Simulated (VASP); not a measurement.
# BP (F-43m) in VASP: further runs, part 2 of 3

VASP 6.6.1.

## Step 3: Vibrations by perturbation theory, PBEsol

This run uses another cell than the first one, of 11.05 Å³/atom, 1.034 times its volume.

Contents of INCAR:

```
SYSTEM = BP
PREC     = Accurate       ! precision mode
ENCUT    = 520            ! plane-wave cutoff, eV
EDIFF    = 1E-8           ! SCF threshold, eV
ISMEAR   = 0              ! smearing method
SIGMA    = 0.01           ! smearing width, eV
LREAL    = .False.        ! projectors in reciprocal space
LASPH    = .True.         ! aspherical terms in the spheres
NELM     = 60             ! most SCF steps
ALGO     = Normal         ! electronic algorithm
ISIF     = 2              ! what is computed and relaxed
LWAVE    = .False.        ! write WAVECAR
LCHARG   = .False.        ! write CHGCAR
GGA      = PS             ! functional
NBANDS   = 11             ! bands
IBRION   = 8              ! ionic algorithm
NSW      = 1              ! ionic steps
LEPSILON = .True.         ! dielectric tensor by DFPT
```

Contents of KPOINTS:

```
regular mesh
0
Gamma
  10 10 10
  0 0 0
```

Contents of POSCAR:

```
BP
1.0
    0.0000000000      2.2275585372      2.2275585372
    2.2275585372      0.0000000000      2.2275585372
    2.2275585372      2.2275585372      0.0000000000
B P
1 1
Direct
    0.0000000000      0.0000000000      0.0000000000
    0.7500000000      0.7500000000      0.7500000000
```

Potentials or basis: VASP PAW PBE potentials, release 64 (B, P).

Run with:

```sh
$ cat potpaw_PBE.64/B/POTCAR potpaw_PBE.64/P/POTCAR > POTCAR
$ mpirun -np 1 vasp_std > vasp.out
```

OUTCAR:

```text
SYSTEM = BP
   PREC = Accurate
   ENCUT = 520
   EDIFF = 1E-8
   ISMEAR = 0
   LREAL = .False.
   LASPH = .True.
   NELM = 60
   ISIF = 2
   GGA = PS
   IBRION = 8
   NSW = 1
   LEPSILON = .True.

 ion  position               nearest neighbor table
   1  0.000  0.000  0.000-   2 1.93   2 1.93   2 1.93   2 1.93
   2  0.750  0.750  0.750-   1 1.93   1 1.93   1 1.93   1 1.93

  LATTYP: Found a face centered cubic cell.
 ALAT       =     4.4551170744

  Lattice vectors:

 A1 = (   0.0000000000,   2.2275585372,   2.2275585372)
 A2 = (   2.2275585372,   0.0000000000,   2.2275585372)
 A3 = (   2.2275585372,   2.2275585372,   0.0000000000)

Analysis of symmetry for initial positions (statically):
=====================================================================
 Subroutine PRICEL returns:
 Original cell was already a primitive cell.

 Routine SETGRP: Setting up the symmetry group for a
 face centered cubic supercell.

 Subroutine GETGRP returns: Found 24 space group operations
 (whereof 24 operations were pure point group operations)
 out of a pool of 48 trial point group operations.

The static configuration has the point symmetry T_d .

Analysis of symmetry for dynamics (positions and initial velocities):
=====================================================================
 Subroutine PRICEL returns:
 Original cell was already a primitive cell.

 Routine SETGRP: Setting up the symmetry group for a
 face centered cubic supercell.

 Subroutine GETGRP returns: Found 24 space group operations
 (whereof 24 operations were pure point group operations)
 out of a pool of 48 trial point group operations.

The dynamic configuration has the point symmetry T_d .

 Subroutine INISYM returns: Found 24 space group operations
 (whereof 24 operations are pure point group operations),
 and found     1 'primitive' translations

----------------------------------------------------------------------------------------

                                     Primitive cell

  volume of cell :      22.1064

  direct lattice vectors                    reciprocal lattice vectors
     0.000000000  2.227558537  2.227558537    -0.224460992  0.224460992  0.224460992
     2.227558537  0.000000000  2.227558537     0.224460992 -0.224460992  0.224460992
     2.227558537  2.227558537  0.000000000     0.224460992  0.224460992 -0.224460992

  length of vectors
     3.150243494  3.150243494  3.150243494     0.388777843  0.388777843  0.388777843

  position of ions in fractional coordinates (direct lattice)
     0.000000000  0.000000000  0.000000000
     0.750000000  0.750000000  0.750000000
[... 525 lines left out ...]
 -----------------------------------------------------------------------------
    -0.00045 -0.20526  0.00000
    -0.20526 -0.00045  0.00000
     0.00000  0.00000  0.00011

--------------------------------------- Ionic step        4  -------------------------------------------

------------------------ aborting loop because EDIFF is reached ----------------------------------------

[... ionic steps 5 to 6 ...]

--------------------------------------- Ionic step        7  -------------------------------------------

 Free energy of the ion-electron system (eV)
  ---------------------------------------------------
  ---------------------------------------------------
  free energy    TOTEN  =        -0.04058768 eV

  energy without entropy =       -0.04058768

------------------------ aborting loop because EDIFF is reached ----------------------------------------

 INTERNAL STRAIN TENSOR  FOR ION    2  DIRECTION 1   (eV/Angst):
 -----------------------------------------------------------------------------
    -0.00908  0.00000  0.00000
     0.00000  0.00740  9.49455
     0.00000  9.49455  0.00740

 MACROSCOPIC STATIC DIELECTRIC TENSOR (including local field effects in DFT)
 ------------------------------------------------------
           9.417505    -0.000000     0.000000
          -0.000000     9.417505     0.000000
          -0.000000    -0.000000     9.417505
 ------------------------------------------------------

 PIEZOELECTRIC TENSOR (including local field effects)  for field in x, y, z        (e  Angst)
          XX          YY          ZZ          XY          YZ          ZX
  --------------------------------------------------------------------------------
  x    -0.00000    -0.00000     0.00000     0.00000    -0.27922     0.00000
  y     0.00000     0.00000     0.00000     0.00000     0.00000    -0.27922
  z     0.00000     0.00000     0.00000    -0.27922     0.00000     0.00000

 PIEZOELECTRIC TENSOR (including local field effects)  for field in x, y, z        (C/m^2)
          XX          YY          ZZ          XY          YZ          ZX
  --------------------------------------------------------------------------------
  x    -0.00000    -0.00000     0.00000     0.00000    -0.20237     0.00000
  y     0.00000     0.00000     0.00000     0.00000     0.00000    -0.20237
  z     0.00000     0.00000     0.00000    -0.20237     0.00000     0.00000

 BORN EFFECTIVE CHARGES (including local field effects) (in |e|, cummulative output)
 ---------------------------------------------------------------------------------
 ion    1
    1    -0.68367     0.00000     0.00000
    2     0.00000    -0.68367    -0.00000
    3     0.00000    -0.00000    -0.68367
 ion    2
    1     0.68367     0.00000    -0.00000
    2     0.00000     0.68367     0.00000
    3    -0.00000     0.00000     0.68367

 INTERNAL STRAIN TENSOR FOR ION    2 for displacements in x,y,z  (eV/Angst):
          X           Y           Z          XY          YZ          ZX
  --------------------------------------------------------------------------------
  x     0.00000    -0.00000    -0.00000     0.00000     9.49455     0.00000
  y    -0.00000    -0.00000    -0.00000     0.00000     0.00000     9.49455
  z    -0.00000    -0.00000     0.00000     9.49455     0.00000     0.00000

 SECOND DERIVATIVES (NOT SYMMETRIZED)
 ------------------------------------
               1X          1Y          1Z          2X          2Y          2Z
  1X   -21.126506    0.000000    0.000000   21.126506    0.000000    0.000000
  1Y     0.000000  -21.126506    0.000000    0.000000   21.126506    0.000000
  1Z     0.000000    0.000000  -21.126506    0.000000    0.000000   21.126506
  2X    21.121423    0.000000    0.000000  -21.121423    0.000000    0.000000
  2Y     0.000000   21.121423    0.000000    0.000000  -21.121423    0.000000
  2Z     0.000000    0.000000   21.121423    0.000000    0.000000  -21.121423

 Eigenvectors and eigenvalues of the dynamical matrix
 ----------------------------------------------------

   1 f  =   25.382224 THz   159.481217 2PiTHz  846.659856 cm-1   104.972396 meV
             X         Y         Z           dx          dy          dz
      0.000000  0.000000  0.000000     0.000000   -0.000000   -0.860998
      3.341338  3.341338  3.341338     0.000000   -0.000000    0.508609
[... 21 lines left out ...]
   6 f/i=    0.001337 THz     0.008402 2PiTHz    0.044604 cm-1     0.005530 meV
             X         Y         Z           dx          dy          dz
      0.000000  0.000000  0.000000     0.448162   -0.240486    0.000472
      3.341338  3.341338  3.341338     0.758670   -0.407107    0.000799

--------------------------------------------------------------------------------------------------------

 MACROSCOPIC STATIC DIELECTRIC TENSOR IONIC CONTRIBUTION
 ------------------------------------------------------
           0.181121    -0.000000    -0.000000
          -0.000000     0.181121     0.000000
          -0.000000     0.000000     0.181121
 ------------------------------------------------------

 ELASTIC MODULI CONTR FROM IONIC RELAXATION (kBar)
 Direction    XX          YY          ZZ          XY          YZ          ZX
 --------------------------------------------------------------------------------
 XX          -0.0000     -0.0000      0.0000      0.0000     -0.0000      0.0000
 YY          -0.0000     -0.0000     -0.0000      0.0000      0.0000      0.0000
 ZZ           0.0000     -0.0000     -0.0000     -0.0000      0.0000      0.0000
 XY           0.0000      0.0000     -0.0000   -324.5692      0.0000      0.0000
 YZ          -0.0000      0.0000      0.0000      0.0000   -324.5692      0.0000
 ZX           0.0000      0.0000      0.0000      0.0000      0.0000   -324.5692
 --------------------------------------------------------------------------------

 PIEZOELECTRIC TENSOR IONIC CONTR  for field in x, y, z        (C/m^2)
          XX          YY          ZZ          XY          YZ          ZX
  --------------------------------------------------------------------------------
  x     0.00000    -0.00000    -0.00000    -0.00000     0.22814     0.00000
  y    -0.00000    -0.00000    -0.00000     0.00000     0.00000     0.22814
  z    -0.00000    -0.00000     0.00000     0.22814    -0.00000     0.00000
```

Run time: 2.8 min. Hardware: 1 thread of Intel Xeon Platinum 8488C (Sapphire Rapids), shared host; peak memory 0.22 GiB.

What came out:

```yaml
Electronic_dielectric_tensor_diagonal: 9.42
Born_charges_mean_of_the_diagonal: B -0.68; P +0.68 e
Highest_phonon_frequency_at_Γ_LO-TO_splitting_left_out: 847 cm⁻¹
```

Phonon frequencies in cm⁻¹ (negative: imaginary):
| q point | frequencies |
| --- | --- |
| (0.000, 0.000, 0.000) | 0 0 0 847 847 847 |

Electronic dielectric tensor:
```
9.42 0.00 0.00
0.00 9.42 0.00
0.00 0.00 9.42
```

Born effective charge tensors (e):
atom 1, B
```
-0.68  0.00  0.00
 0.00 -0.68  0.00
 0.00  0.00 -0.68
```
atom 2, P
```
0.68 0.00 0.00
0.00 0.68 0.00
0.00 0.00 0.68
```

Caveat: the cell wasn't relaxed at this level first, which shifts response properties; the PAW data sets were made with another functional, which shifts forces and pressure a little.

## Step 4: Vibrations by perturbation theory, PBEsol

This run uses another cell than the first one, of 11.35 Å³/atom, 1.061 times its volume.

Contents of INCAR:

```
SYSTEM = BP
PREC = Accurate
ENCUT = 520
EDIFF = 1E-8
ISMEAR = 0
SIGMA = 0.01
LREAL = .False.
LASPH = .True.
NELM = 80
ALGO = Normal
ISIF = 2
LWAVE = .False.
LCHARG = .False.
GGA = PS
IBRION = 8
NSW = 1
LEPSILON = .True.
```

Contents of KPOINTS:

```
Automatic mesh
0
Gamma
  10 10 10
  0 0 0
```

Contents of POSCAR:

```
BP
1.0
    0.0000000000      2.2472913717      2.2472913717
    2.2472913717      0.0000000000      2.2472913717
    2.2472913717      2.2472913717      0.0000000000
B P
1 1
Direct
    0.0000000000      0.0000000000      0.0000000000
    0.7500000000      0.7500000000      0.7500000000
```

Potentials or basis: VASP PAW PBE potentials, release 64 (B, P).

Run with:

```sh
$ cat potpaw_PBE.64/B/POTCAR potpaw_PBE.64/P/POTCAR > POTCAR
$ mpirun -np 1 vasp_std > vasp.out
```

OUTCAR:

```text
SYSTEM = BP
   PREC = Accurate
   ENCUT = 520
   EDIFF = 1E-8
   ISMEAR = 0
   LREAL = .False.
   LASPH = .True.
   NELM = 80
   ISIF = 2
   GGA = PS
   IBRION = 8
   NSW = 1
   LEPSILON = .True.

 ion  position               nearest neighbor table
   1  0.000  0.000  0.000-   2 1.95   2 1.95   2 1.95   2 1.95
   2  0.750  0.750  0.750-   1 1.95   1 1.95   1 1.95   1 1.95

  LATTYP: Found a face centered cubic cell.
[... 593 lines left out ...]
      3.370937  3.370937  3.370937    -0.508660    0.000000    0.000000
[... 21 lines left out ...]
   6 f/i=    0.000153 THz     0.000960 2PiTHz    0.005094 cm-1     0.000632 meV
             X         Y         Z           dx          dy          dz
      0.000000  0.000000  0.000000     0.449799   -0.237520    0.000000
      3.370937  3.370937  3.370937     0.761339   -0.402031    0.000000

--------------------------------------------------------------------------------------------------------

 MACROSCOPIC STATIC DIELECTRIC TENSOR IONIC CONTRIBUTION
 ------------------------------------------------------
           0.141510     0.000000    -0.000000
           0.000000     0.141510     0.000000
          -0.000000     0.000000     0.141510
 ------------------------------------------------------

 ELASTIC MODULI CONTR FROM IONIC RELAXATION (kBar)
 Direction    XX          YY          ZZ          XY          YZ          ZX
 --------------------------------------------------------------------------------
 XX           0.0000      0.0000      0.0000      0.0000      0.0000      0.0000
 YY           0.0000      0.0000      0.0000      0.0000      0.0000      0.0000
 ZZ           0.0000      0.0000      0.0000      0.0000      0.0000      0.0000
 XY           0.0000      0.0000      0.0000   -253.4699      0.0000      0.0000
 YZ           0.0000      0.0000      0.0000      0.0000   -253.4699      0.0000
 ZX           0.0000      0.0000      0.0000      0.0000      0.0000   -253.4699
 --------------------------------------------------------------------------------

 PIEZOELECTRIC TENSOR IONIC CONTR  for field in x, y, z        (C/m^2)
          XX          YY          ZZ          XY          YZ          ZX
  --------------------------------------------------------------------------------
  x     0.00000     0.00000     0.00000     0.00000     0.17821     0.00000
  y     0.00000     0.00000     0.00000    -0.00000     0.00000     0.17821
  z     0.00000     0.00000     0.00000     0.17821    -0.00000     0.00000
```

OSZICAR:

```text
N       E                     dE             d eps       ncg     rms          rms(c)
DAV:   1     0.912324138803E+01    0.91232E+01   -0.41166E+03   752   0.899E+02
DAV:   2    -0.141744974527E+02   -0.23298E+02   -0.22500E+02  1152   0.113E+02
DAV:   3    -0.144395155075E+02   -0.26502E+00   -0.26502E+00   912   0.153E+01
DAV:   4    -0.144401890435E+02   -0.67354E-03   -0.67354E-03  1208   0.749E-01
[... 152 lines left out ...]
RMM:   9    -0.406647133150E-01    0.12809E-06    0.63786E-08  4789   0.430E-05    0.656E-06
RMM:  10    -0.406647517069E-01   -0.38392E-07   -0.34703E-08  4790   0.108E-05    0.101E-05
RMM:  11    -0.406647413363E-01    0.10371E-07   -0.14893E-08  4244   0.362E-06    0.948E-07
RMM:  12    -0.406647384624E-01    0.28739E-08   -0.21482E-09  2651   0.102E-06    0.221E-07
 Linear response finished
```

stdout:

```text
POSCAR found type information on POSCAR B P
 POSCAR found :  2 types and       2 ions
 scaLAPACK will be used
 -----------------------------------------------------------------------------
|                                                                             |
|                                                                             |
[... 39 lines left out ...]
 first order change of Fermi-energy  -0.99913E+01
 force on displaced ion       1 direction 1 : -20.044  -0.000  -0.000
 Born effective charge ion    1 direction 1 :  -0.608   0.000   0.000
 Linear response progress:
 first order change of Fermi-energy   0.99915E+01
 force on displaced ion       2 direction 1 : -20.044   0.000   0.000
 Born effective charge ion    2 direction 1 :   0.589   0.000   0.000
 Born effective charges drift removed
 Linear response finished
```

Wall time 2.1 min (1 thread of Intel Xeon Platinum 8488C (Sapphire Rapids), shared host); peak memory 0.2 GiB.

What came out:

```yaml
Electronic_dielectric_tensor_diagonal: 9.42
Born_charges_mean_of_the_diagonal: B -0.60; P +0.60 e
Highest_phonon_frequency_at_Γ_LO-TO_splitting_left_out: 825 cm⁻¹
```

Phonon frequencies in cm⁻¹ (negative: imaginary):
| q point | frequencies |
| --- | --- |
| (0.000, 0.000, 0.000) | 0 0 0 825 825 825 |

Electronic dielectric tensor:
```
9.42 0.00 0.00
0.00 9.42 0.00
0.00 0.00 9.42
```

Born effective charge tensors (e):
atom 1, B
```
-0.60  0.00  0.00
 0.00 -0.60  0.00
 0.00  0.00 -0.60
```
atom 2, P
```
0.60 0.00 0.00
0.00 0.60 0.00
0.00 0.00 0.60
```

Caveat: the cell wasn't relaxed at this level first, which shifts response properties; the PAW data sets were made with another functional, which shifts forces and pressure a little.

(Continued in part 3 of 3.)
